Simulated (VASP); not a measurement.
# SrO (Fm-3m) in VASP: notebook, part 2 of 2

VASP 6.6.1.

## Step 4: Electric field gradients, LDA (volume scaled by 0.95)

INCAR reads:

```
PREC = Accurate ; ENCUT = 520
EDIFF = 1E-8 ; ISMEAR = -1
SIGMA = 0.02 ; LREAL = False
LASPH = True ; NELM = 80
ALGO = Normal ; ISIF = 2
LWAVE = False ; LCHARG = False
LEFG = True ; NBANDS = 15
```

KPOINTS reads:

```
regular mesh
0
Gamma
  8 8 8
```

POSCAR reads:

```
SrO
1.0
    0.0000000000      2.5262356518      2.5262356518
    2.5262356518      0.0000000000      2.5262356518
    2.5262356518      2.5262356518      0.0000000000
Sr O
1 1
Direct
    0.0000000000      0.0000000000      0.0000000000
    0.5000000000      0.5000000000      0.5000000000
```

Potentials or basis: VASP PAW LDA potentials, release 64 (Sr_sv, O).

Started as:

```console
> cat potpaw_LDA.64/Sr_sv/POTCAR potpaw_LDA.64/O/POTCAR > POTCAR
> mpirun -np 1 vasp_std > vasp.out
```

OUTCAR:

```text
PREC = Accurate
   ENCUT = 520
   EDIFF = 1E-8
   ISMEAR = -1
   LREAL = False
   LASPH = True
   NELM = 80
   ISIF = 2

 ion  position               nearest neighbor table
   1  0.000  0.000  0.000-   2 2.53   2 2.53   2 2.53   2 2.53   2 2.53   2 2.53
   2  0.500  0.500  0.500-   1 2.53   1 2.53   1 2.53   1 2.53   1 2.53   1 2.53

  LATTYP: Found a face centered cubic cell.
 ALAT       =     5.0524713036

  Lattice vectors:

 A1 = (   0.0000000000,   2.5262356518,   2.5262356518)
 A2 = (   2.5262356518,   0.0000000000,   2.5262356518)
 A3 = (   2.5262356518,   2.5262356518,   0.0000000000)

Analysis of symmetry for initial positions (statically):
=====================================================================
 Subroutine PRICEL returns:
 Original cell was already a primitive cell.

 Routine SETGRP: Setting up the symmetry group for a
 face centered cubic supercell.

 Subroutine GETGRP returns: Found 48 space group operations
 (whereof 48 operations were pure point group operations)
 out of a pool of 48 trial point group operations.

The static configuration has the point symmetry O_h .

Analysis of symmetry for dynamics (positions and initial velocities):
=====================================================================
 Subroutine PRICEL returns:
 Original cell was already a primitive cell.

 Routine SETGRP: Setting up the symmetry group for a
 face centered cubic supercell.

 Subroutine GETGRP returns: Found 48 space group operations
 (whereof 48 operations were pure point group operations)
 out of a pool of 48 trial point group operations.

The dynamic configuration has the point symmetry O_h .

 Subroutine INISYM returns: Found 48 space group operations
[... 166 lines left out ...]
     14      10.1679      0.00000
[... 401 lines left out ...]
      2     -14.5971      2.00000
      3     -12.4523      2.00000
      4     -12.2537      2.00000
      5     -11.0593      2.00000
      6      -0.0802      2.00000
      7       0.6808      2.00000
      8       0.7875      2.00000
      9       8.0471      0.00000
     10       8.4172      0.00000
     11      11.3257      0.00000
     12      11.4007      0.00000
     13      13.7143      0.00000
     14      15.0217      0.00000
     15      15.3971      0.00000

 [... further k-points ...]
[... 5 lines left out ...]
  --------------------------------------------------------------------------------------
  -------------------------------------------------------------------------------------
  Total        0.3257877      0.3257877      0.3257877      0.0000000      0.0000000      0.0000000
  in kB       16.1880166     16.1880166     16.1880166      0.0000000      0.0000000      0.0000000
  external PRESSURE =      16.1880166 kB  Pullay stress =       0.0000000 kB

 VOLUME and BASIS-vectors are now :
 -----------------------------------------------------------------------------
  energy-cutoff  :      520.00
  volume of cell :       32.24
      direct lattice vectors                 reciprocal lattice vectors
     0.000000000  2.526235652  2.526235652    -0.197922945  0.197922945  0.197922945
     2.526235652  0.000000000  2.526235652     0.197922945 -0.197922945  0.197922945
     2.526235652  2.526235652  0.000000000     0.197922945  0.197922945 -0.197922945

 POSITION                                       TOTAL-FORCE (eV/Angst)
 -----------------------------------------------------------------------------------
      0.00000      0.00000      0.00000         0.000000     -0.000000      0.000000
      2.52624      2.52624      2.52624        -0.000000      0.000000     -0.000000
 -----------------------------------------------------------------------------------
    total drift:                                0.000000      0.000000      0.000000

  FREE ENERGIE OF THE ION-ELECTRON SYSTEM (eV)
  ---------------------------------------------------
  free  energy   TOTEN  =       -13.3848235799 eV

  energy  without entropy=      -13.3848235799  energy(sigma->0) =      -13.38482358

 Electric field gradients (V/A^2)
---------------------------------------------------------------------
 ion       V_xx      V_yy      V_zz      V_xy      V_xz      V_yz
---------------------------------------------------------------------
   1       0.000    -0.000     0.000     0.000     0.000     0.000
   2      -0.000    -0.000    -0.000    -0.002    -0.002    -0.002
---------------------------------------------------------------------

 Electric field gradients after diagonalization (V/A^2)
 (convention: |V_zz| > |V_xx| > |V_yy|)
----------------------------------------------------------------------
 ion       V_xx      V_yy      V_zz     asymmetry (V_yy - V_xx)/ V_zz
----------------------------------------------------------------------
   1      -0.000    -0.000     0.000       0.000
   2       0.002     0.002    -0.004       0.000
----------------------------------------------------------------------

           NMR quadrupolar parameters

 Cq : quadrupolar parameter    Cq=e*Q*V_zz/h
 eta: asymmetry parameters     (V_yy - V_xx)/ V_zz
 Q  : nuclear electric quadrupole moment in mb (millibarn)
----------------------------------------------------------------------
 ion       Cq(MHz)       eta       Q (mb)
----------------------------------------------------------------------
   1       0.000       0.000       1.000
   2      -0.000       0.000       1.000
----------------------------------------------------------------------
```

OSZICAR:

```text
N       E                     dE             d eps       ncg     rms          rms(c)
DAV:   1     0.717208728733E+02    0.71721E+02   -0.85715E+03   870   0.105E+03
DAV:   2    -0.124213166700E+02   -0.84142E+02   -0.77189E+02  1193   0.229E+02
DAV:   3    -0.155160123271E+02   -0.30947E+01   -0.30780E+01  1089   0.407E+01
DAV:   4    -0.155844696961E+02   -0.68457E-01   -0.68451E-01  1058   0.603E+00
DAV:   5    -0.155861644986E+02   -0.16948E-02   -0.16948E-02  1084   0.815E-01    0.191E+01
DAV:   6    -0.136003845652E+02    0.19858E+01   -0.62138E+00   891   0.197E+01    0.230E+01
DAV:   7    -0.134334441586E+02    0.16694E+00   -0.31168E-01  1066   0.500E+00    0.128E+01
DAV:   8    -0.133839693742E+02    0.49475E-01   -0.13029E-01  1164   0.325E+00    0.146E+00
DAV:   9    -0.133848862678E+02   -0.91689E-03   -0.54994E-03  1344   0.437E-01    0.331E-01
DAV:  10    -0.133848063784E+02    0.79889E-04   -0.17442E-04  1024   0.133E-01    0.177E-01
DAV:  11    -0.133848223010E+02   -0.15923E-04   -0.67714E-05  1003   0.799E-02    0.198E-02
DAV:  12    -0.133848235478E+02   -0.12468E-05   -0.44945E-06  1017   0.174E-02    0.489E-03
DAV:  13    -0.133848235707E+02   -0.22897E-07   -0.19649E-07  1024   0.438E-03    0.221E-03
DAV:  14    -0.133848235799E+02   -0.92143E-08   -0.15505E-08   918   0.126E-03
   1 F= -.13384824E+02 E0= -.13384824E+02  d E =-.295896E-10
```

stdout:

```text
POSCAR found type information on POSCAR SrO
 POSCAR found :  2 types and       2 ions
 scaLAPACK will be used
 LDA part: xc-table for (Slater(with rela. corr.)+CA(PZ))
 , standard interpolation
 POSCAR, INCAR and KPOINTS ok, starting setup
 FFT: planning ... GRIDC
 FFT: planning ... GRID_SOFT
 FFT: planning ... GRID
 WAVECAR not read
 entering main loop
ion   1

ion   2
```

Run time: 12 s. Hardware: 1 thread of Intel Xeon Platinum 8488C (Sapphire Rapids), shared host; peak memory 0.15 GiB.

What came out:

| Quantity | Value |
| --- | --- |
| Free energy | -13.3848 eV |
| Pressure | 1.6 GPa |
| Band gap on the k mesh | 3.05 eV, indirect (least direct gap 3.10 eV) |

Caveat: without QUAD_EFG the Cq values of the log hold for a quadrupole moment of 1 mb, not for the nuclei. A k mesh can miss the band edges.
